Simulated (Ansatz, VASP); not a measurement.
**Two plane-wave programs on BP**

```
B P
1.0
     0.00000    2.27421    2.27421
     2.27421    0.00000    2.27421
     2.27421    2.27421    0.00000
B P
1 1
Direct
  0.00000 0.00000 0.00000
  0.25000 0.25000 0.25000
```

Alike in both runs: functional PBE; k mesh 8 × 8 × 8; no spin polarisation.

Ansatz relaxed the structure, and its values are those at the end. VASP's run is a single point on that final structure, the one shown.

```csv
,VASP,Ansatz
version,VASP 6.6.1,Ansatz 0.2.0
potentials or method,"VASP PAW PBE potentials, release 64 (B, P), cutoff 500 eV","plane waves, PAW"
occupations,"gaussian, width 0.01 eV",fixed
valence electrons in the cell,8,8
```

VASP gave:

| Quantity | Value |
| --- | --- |
| pressure (GPa) | -0.2 |

Q: Estimate Ansatz's values.

A: Pressure (GPa): 0.0.

Ansatz's warnings: stress scf threshold loose.
